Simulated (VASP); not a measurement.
# Rh (Cmcm) in VASP: further runs, part 2 of 2

VASP 6.6.1.

## (3) Single point, LDA

This run uses another cell than the first one, of the same volume but with other edges.

Contents of INCAR:

```
PREC = Accurate
ENCUT = 520
EDIFF = 1E-6
ISMEAR = 0
SIGMA = 0.15
LREAL = False
LASPH = True
NELM = 80
ALGO = Fast
ISIF = 2
LWAVE = False
LCHARG = True
LELF = True
LVHAR = True
NBANDS = 38
```

Contents of KPOINTS:

```
Automatic mesh
0
Gamma
  18 18 6
```

Contents of POSCAR:

```
Rh
1.0
    2.3649594730      0.0000000000      0.0000000000
   -1.1824797365      2.5543905962      0.0000000000
    0.0000000000      0.0000000000      8.6668814394
Rh
4
Direct
    0.0000000000      0.0000000000      0.0000000000
    0.3333333333      0.6666666667      0.2500000000
    0.0000000000      0.0000000000      0.5000000000
    0.6666666667      0.3333333333      0.7500000000
```

Potentials or basis: VASP PAW LDA potentials, release 64 (Rh_pv).

Launch:

```sh
$ cat potpaw_LDA.64/Rh_pv/POTCAR > POTCAR
$ mpirun -np 1 vasp_std > vasp.out
```

OUTCAR:

```text
PREC = Accurate
   ENCUT = 520
   EDIFF = 1E-6
   ISMEAR = 0
   LREAL = False
   LASPH = True
   NELM = 80
   ISIF = 2

 ion  position               nearest neighbor table
   1  0.000  0.000  0.000-   2 2.61   4 2.61   4 2.61   2 2.61   4 2.76   2 2.76
   2  0.333  0.667  0.250-   1 2.61   3 2.61   1 2.61   3 2.61   1 2.76   3 2.76
   3  0.000  0.000  0.500-   2 2.61   4 2.61   4 2.61   2 2.61   4 2.76   2 2.76
   4  0.667  0.333  0.750-   1 2.61   3 2.61   1 2.61   3 2.61   1 2.76   3 2.76

  LATTYP: Found a base centered orthorhombic cell.
 ALAT       =     2.3649594730
 B/A-ratio  =     2.1601981982
 C/A-ratio  =     3.6647061137

  Lattice vectors:

 A1 = (   1.1824797365,  -2.5543905962,   0.0000000000)
 A2 = (   1.1824797365,   2.5543905962,   0.0000000000)
 A3 = (   0.0000000000,   0.0000000000,   8.6668814394)

Analysis of symmetry for initial positions (statically):
=====================================================================
 Subroutine PRICEL returns:
 Original cell was already a primitive cell.

 Routine SETGRP: Setting up the symmetry group for a
 base centered orthorhombic supercell.

 Subroutine GETGRP returns: Found  8 space group operations
 (whereof  4 operations were pure point group operations)
 out of a pool of  8 trial point group operations.

The static configuration has the point symmetry C_2h.
 The point group associated with its full space group is D_2h.

Analysis of symmetry for dynamics (positions and initial velocities):
=====================================================================
 Subroutine PRICEL returns:
 Original cell was already a primitive cell.

 Routine SETGRP: Setting up the symmetry group for a
 base centered orthorhombic supercell.

 Subroutine GETGRP returns: Found  8 space group operations
 (whereof  4 operations were pure point group operations)
 out of a pool of  8 trial point group operations.

The dynamic configuration has the point symmetry C_2h.
 The point group associated with its full space group is D_2h.

 Subroutine INISYM returns: Found  8 space group operations
 (whereof  4 operations are pure point group operations),
 and found     1 'primitive' translations

----------------------------------------------------------------------------------------

                                     Primitive cell

  volume of cell :      52.3569

  direct lattice vectors                    reciprocal lattice vectors
     2.364959473  0.000000000  0.000000000     0.422840227  0.195741403  0.000000000
    -1.182479736  2.554390596  0.000000000     0.000000000  0.391482807  0.000000000
     0.000000000  0.000000000  8.666881439     0.000000000  0.000000000  0.115381756

  length of vectors
     2.364959473  2.814812542  8.666881439     0.465949090  0.391482807  0.115381756

  position of ions in fractional coordinates (direct lattice)
     0.000000000  0.000000000  0.000000000
     0.333333333  0.666666667  0.250000000
     0.000000000  0.000000000  0.500000000
     0.666666667  0.333333333  0.750000000

  ion indices of the primitive-cell ions
   primitive index   ion index
                 1           1
                 2           2
                 3           3
                 4           4

----------------------------------------------------------------------------------------

 KPOINTS: Automatic mesh

Automatic generation of k-mesh.
 Grid dimensions read from file:
 generate k-points for:   18   18    6

 Generating k-lattice:

  Cartesian coordinates                     Fractional coordinates (reciprocal lattice)
     0.023491124  0.010874522  0.000000000     0.055555556 -0.000000000  0.000000000
     0.000000000  0.021749045  0.000000000     0.000000000  0.055555556  0.000000000
     0.000000000  0.000000000  0.019230293     0.000000000  0.000000000  0.166666667

  Length of vectors
     0.025886061  0.021749045  0.019230293

  Shift w.r.t. Gamma in fractional coordinates (k-lattice)
     0.000000000  0.000000000  0.000000000

 Subroutine IBZKPT returns following result:
 ===========================================

 Found    364 irreducible k-points:

 Following reciprocal coordinates:
            Coordinates               Weight
  0.000000  0.000000  0.000000      1.000000
  0.055556  0.000000  0.000000      4.000000
  0.111111  0.000000  0.000000      4.000000
  0.166667 -0.000000  0.000000      4.000000
  0.222222  0.000000  0.000000      4.000000
  0.277778 -0.000000  0.000000      4.000000
[... 16 lines left out ...]
 -0.333333  0.055556  0.000000      4.000000
 -0.277778  0.055556  0.000000      4.000000
 [... further k-points ...]
   k-points           NKPTS =    364   k-points in BZ     NKDIM =    364   number of bands    NBANDS=     38
   number of dos      NEDOS =    301   number of ions     NIONS =      4
   total plane-waves  NPLWV =  27648
   dimension x,y,z NGX =    18 NGY =   24 NGZ =   64
   dimension x,y,z NGXF=    36 NGYF=   48 NGZF=  128
   ions per type =               4
   NGX,Y,Z   is equivalent  to a cutoff of  12.65, 14.17, 12.28 a.u.
   NGXF,Y,Z  is equivalent  to a cutoff of  25.31, 28.35, 24.55 a.u.
 SYSTEM =  unknown system
   PREC   = accura    normal or accurate (medium, high low for compatibility)
   ISTART =      0    job   : 0-new  1-cont  2-samecut
   ICHARG =      2    charge: 1-file 2-atom 10-const
   ISPIN  =      1    spin polarized calculation?
   LNONCOLLINEAR =      F non collinear calculations
   LSORBIT =      F    spin-orbit coupling
   LASPH  =      T    aspherical Exc in radial PAW
   ENCUT  =  520.0 eV  38.22 Ry    6.18 a.u.   4.40  5.23 16.11*2*pi/ulx,y,z
   NELM   =     80;   NELMIN=  2; NELMDL= -5     # of ELM steps
   EDIFF  = 0.1E-05   stopping-criterion for ELM
   LREAL  =      F    real-space projection
[... 7 lines left out ...]
   TEBEG  =    0.0;   TEEND  =   0.0 temperature during run
   PSTRESS=    0.0 pullay stress
   NELECT =      60.0000    total number of electrons
   NUPDOWN=      -1.0000    fix difference up-down
   EMIN   =  10.00;   EMAX   =-10.00  energy-range for DOS
   EFERMI =   0.00;   METHOD = LEGACY
   ISMEAR =     0;   SIGMA  =   0.15  broadening in eV -4-tet -1-fermi 0-gaus
   EFERMI_NEDOS =   21; number of points for ismear=-14 and -15
   IALGO  =     68    algorithm
   IMIX   =      4    mixing-type and parameters
     AMIX     =   0.40;   BMIX     =  1.00
     AMIX_MAG =   1.60;   BMIX_MAG =  1.00
  volume/ion in A,a.u.               =      13.09        88.33
  Fermi-wavevector in a.u.,A,eV,Ry     =   1.713171  3.237423 39.932469  2.934954
  Thomas-Fermi vector in A             =   2.790964
   LORBIT       =      0    0 simple, 1 ext, 2 COOP (PROOUT), +10 PAW based schemes
   GGA     = CA    functional components
   LHFCALC =     F    Hartree Fock is set to
   AEXX    =    0.0000 exact exchange contribution
   IVDW    =     0    specifies the selected vdW correction
   LEPSILON=     F    determine dielectric tensor
   LRPA    =     F    only Hartree local field effects (RPA)
 non-spin polarized calculation
 RMM-DIIS sequential band-by-band and
 Gauss-broadening in eV      SIGMA  =   0.15
  energy-cutoff  :      520.00
  volume of cell :       52.36
 maximum number of plane-waves:      1438
 NGX is ok and might be reduce to    18

 number of electron      60.0000003 magnetization

 Free energy of the ion-electron system (eV)
  ---------------------------------------------------
  ext. energy  EPLUGINS =         0.00000000
  ---------------------------------------------------
  free energy    TOTEN  =       -32.98762368 eV

  energy without entropy =      -32.92073922  energy(sigma->0) =      -32.95418145

 E-fermi :  12.6565     XC(G=0): -14.6290

 val. band max:       12.6509149745   @ k =   0.0000   0.2778   0.3333
 cond. band min:      12.6576713969   @ k =   0.3889  -0.0000   0.1667
 fundamental gap:      0.0067564224
 Fermi energy:        12.6564507664

 k-point     1 :       0.0000    0.0000    0.0000
  band No.  band energies     occupation
      1     -34.4616      2.00000
      2     -34.0506      2.00000
      3     -34.0153      2.00000
      4     -33.6832      2.00000
      5     -33.6599      2.00000
      6     -33.6324      2.00000
[... 30 lines left out ...]
     37      21.6276      0.00000
     38      26.5678      0.00000
[... 941 lines left out ...]
     37      21.6609      0.00000
     38      28.1887      0.00000

 [... further k-points ...]
[... 5 lines left out ...]
  --------------------------------------------------------------------------------------
  -------------------------------------------------------------------------------------
  Total       24.1314508     -6.5465652      1.3182349      0.0000000      0.0000000      0.0000000
  in kB      738.4483924   -200.3319493     40.3394084      0.0000000      0.0000000      0.0000000
  external PRESSURE =     192.8186171 kB  Pullay stress =       0.0000000 kB

 VOLUME and BASIS-vectors are now :
 -----------------------------------------------------------------------------
  energy-cutoff  :      520.00
  volume of cell :       52.36
      direct lattice vectors                 reciprocal lattice vectors
     2.364959473  0.000000000  0.000000000     0.422840227  0.195741403  0.000000000
    -1.182479736  2.554390596  0.000000000     0.000000000  0.391482807  0.000000000
     0.000000000  0.000000000  8.666881439     0.000000000  0.000000000  0.115381756

 POSITION                                       TOTAL-FORCE (eV/Angst)
 -----------------------------------------------------------------------------------
      0.00000      0.00000      0.00000         0.000000      0.000000      0.000000
     -0.00000      1.70293      2.16672        -0.000000     -0.534999      0.000000
      0.00000      0.00000      4.33344        -0.000000      0.000000      0.000000
      1.18248      0.85146      6.50016        -0.000000      0.534999     -0.000000
 -----------------------------------------------------------------------------------
    total drift:                                0.000000     -0.000000      0.000000

  FREE ENERGIE OF THE ION-ELECTRON SYSTEM (eV)
  ---------------------------------------------------
  free  energy   TOTEN  =       -32.9876236823 eV

  energy  without entropy=      -32.9207392181  energy(sigma->0) =      -32.95418145
```

OSZICAR:

```text
N       E                     dE             d eps       ncg     rms          rms(c)
DAV:   1     0.779861562405E+03    0.77986E+03   -0.36478E+04 28016   0.185E+03
DAV:   2    -0.860231328011E+01   -0.78846E+03   -0.76596E+03 28986   0.580E+02
DAV:   3    -0.346282225559E+02   -0.26026E+02   -0.25372E+02 30374   0.116E+02
DAV:   4    -0.348783656547E+02   -0.25014E+00   -0.24995E+00 30686   0.115E+01
DAV:   5    -0.348826755885E+02   -0.43099E-02   -0.43098E-02 30712   0.152E+00    0.262E+01
RMM:   6    -0.330895444247E+02    0.17931E+01   -0.48608E+00 27818   0.147E+01    0.105E+01
RMM:   7    -0.330094107857E+02    0.80134E-01   -0.48823E-01 28419   0.358E+00    0.352E+00
RMM:   8    -0.331392697138E+02   -0.12986E+00   -0.22009E-01 29206   0.288E+00    0.384E+00
RMM:   9    -0.329897724700E+02    0.14950E+00   -0.95976E-02 28618   0.198E+00    0.675E-01
RMM:  10    -0.329875331295E+02    0.22393E-02   -0.95965E-03 29451   0.674E-01    0.997E-02
RMM:  11    -0.329876084629E+02   -0.75333E-04   -0.77921E-04 30367   0.197E-01    0.218E-02
RMM:  12    -0.329876215374E+02   -0.13074E-04   -0.13590E-04 33599   0.826E-02    0.137E-02
RMM:  13    -0.329876229397E+02   -0.14023E-05   -0.29947E-05 30942   0.451E-02    0.592E-03
RMM:  14    -0.329876234631E+02   -0.52343E-06   -0.10414E-05 30911   0.251E-02    0.265E-03
RMM:  15    -0.329876236823E+02   -0.21919E-06   -0.28886E-06 17616   0.134E-02
   1 F= -.32987624E+02 E0= -.32954181E+02  d E =-.668845E-01
```

Wall time 8.5 min (1 thread of AMD EPYC 7R13 (Zen 3), shared host); peak memory 0.51 GiB.

What came out:

| Quantity | Value |
| --- | --- |
| Free energy | -32.9876 eV |
| Pressure | 19.3 GPa |
| Largest force | 0.535 eV/Å |
| Band gap on the k mesh | zero (bands 30 and 31 overlap by 2.32 eV) |

Forces in eV/Å, atoms in the order of the input:
```
Rh   0.000  0.000  0.000
Rh   0.000 -0.535  0.000
Rh   0.000  0.000  0.000
Rh   0.000  0.535  0.000
```

Caveat: the cell differs from its parent crystal (strain +e along x and -e along y -0.1100, strain +e along z and -e/2 along x and y +0.0000); the stress differs along the axes, from -20 to 74 GPa.
